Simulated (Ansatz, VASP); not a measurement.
## Sn: VASP beside Ansatz

The input POSCAR:

```
Sn
1.0
   -2.9204073744      2.9204073744      1.5885680951
    2.9204073744     -2.9204073744      1.5885680951
    2.9204073744      2.9204073744     -1.5885680951
Sn
2
Direct
    0.7500000000      0.2500000000      0.5000000000
    0.0000000000      0.0000000000      0.0000000000
```

Contents of INCAR.step1:

```
SYSTEM = Sn
  ALGO = Normal
  EDIFF = 1E-4
  ENCUT = 520
  GGA = PE
  ISMEAR = -1
  LASPH = .True.
  LCHARG = .False.
  LREAL = .False.
  LWAVE = .True.
  NBANDS = 21
  NELM = 60
  PREC = Accurate
  SIGMA = 0.05
```

INCAR.step2

```
SYSTEM = Sn
  ALGO = Normal
  EDIFF = 1E-8
  ENCUT = 520
  ISIF = 2
  ISMEAR = -1
  ISTART = 1
  LASPH = .True.
  LCHARG = .False.
  LEFG = .True.
  LMIXTAU = .True.
  LREAL = .False.
  LWAVE = .False.
  METAGGA = R2SCAN
  NBANDS = 21
  NELM = 60
  PREC = Accurate
  SIGMA = 0.05
```

The input KPOINTS:

```
k-points
0
Gamma
  12 12 12
  0 0 0
```

Input for Ansatz:

```yaml
crystal:
  lattice:
    - [-2.9204073744, 2.9204073744, 1.5885680951]
    - [2.9204073744, -2.9204073744, 1.5885680951]
    - [2.9204073744, 2.9204073744, -1.5885680951]
  atoms:
    - { symbol: Sn, position: [0.75, 0.25, 0.5] }
    - { symbol: Sn, position: [0.0, 0.0, 0.0] }
kpoints:
  mp_grid: { grid: [12, 12, 12] }
scf:
  occupations: { method: fermi_dirac, width: 0.05 }
hamiltonian:
  xc: r2scan
  pseudopotentials: { kind: paw }
output:
  forces: true
  stress: true
  eigenvalues: true
  efg: { contact_densities: true }
  write_density: true
  write_potential: true
  elf: true
  volumetric_format: npy
```

Change from the starting cell: volume scaled by 0.98, PAW files.

Alike in both runs: task electric field gradients; functional r2SCAN; k mesh 12 × 12 × 12; occupations fermi-dirac, width 0.05 eV; no spin polarisation.

|  | VASP | Ansatz |
| --- | --- | --- |
| version | VASP 6.6.1 | Ansatz 0.2.0 |
| potentials or method | VASP PAW PBE potentials, release 64 (Sn_d) | PAW with Ansatz's default frozen-core files, scalar-relativistic |
| plane-wave cutoff (eV) | 520 | 500 |
| valence electrons in the cell | 28 | 28 |

Ansatz gave:

- pressure (GPa): 1.0
- traceless stress, the component that is largest in VASP (GPa): -0.07
- size of Vzz on the site where it differs most (V/Å²): 41.5

Which values does VASP return?

Pressure (GPa): 1.0; traceless stress, the component that is largest in VASP (GPa): -0.07; size of Vzz on the site where it differs most (V/Å²): 41.4.

VASP's potentials were made for PBE, not for r2SCAN.
